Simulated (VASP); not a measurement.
A run of VASP 6.6.1 is set up as follows.

Contents of INCAR:

```
ALGO     = Normal         # electronic algorithm
EDIFF    = 1E-6           # SCF threshold, eV
EDIFFG   = -0.001         # ionic threshold
ENCUT    = 600            # plane-wave cutoff, eV
GGA      = PS             # functional
IBRION   = 2              # ionic algorithm
ISIF     = 3              # what is computed and relaxed
ISMEAR   = -1             # smearing method
LASPH    = True           # aspherical terms in the spheres
LCHARG   = False          # write CHGCAR
LREAL    = False          # projectors in reciprocal space
LWAVE    = False          # write WAVECAR
NELM     = 80             # most SCF steps
NSW      = 80             # ionic steps
PREC     = Accurate       # precision mode
SIGMA    = 0.15           # smearing width, eV
```

Contents of KPOINTS:

```
k-points
0
Gamma
  16 16 16
```

File POSCAR:

```
HfN
1.0
    0.0000000000      2.2507757577      2.2507757577
    2.2507757577      0.0000000000      2.2507757577
    2.2507757577      2.2507757577      0.0000000000
Hf N
1 1
Direct
    0.0000000000      0.0000000000      0.0000000000
    0.5000000000      0.5000000000      0.5000000000
```

Potentials or basis: VASP PAW PBE potentials, release 64 (Hf_pv, N).

Launch:

```console
$ cat potpaw_PBE.64/Hf_pv/POTCAR potpaw_PBE.64/N/POTCAR > POTCAR
$ mpirun -np 1 vasp_std > vasp.out
```

Problem. Predict the relaxed cell.

Solution. a = 3.175 Å, b = 3.175 Å, c = 3.175 Å, α = 60.00°, β = 60.00°, γ = 60.00°.

Problem. What does it give for the relaxed volume?

Solution. 11.32 Å³/atom.

Problem. Estimate the band gap on the k mesh.

Solution. Zero (an odd number of electrons rules out a gap without spin polarisation).

The path:
```
step  energy change (eV)  largest force (eV/Å)  pressure (GPa)  volume (Å³)
   1              0.0000                0.0000           -2.13        22.80
   2              0.0033                0.0000            4.38        22.31
   3             -0.0011                0.0000            0.00        22.64
```

Caveat: the PAW data sets were made with another functional, which shifts forces and pressure a little; spin-orbit coupling is left out, which moves the levels of the heavy elements.
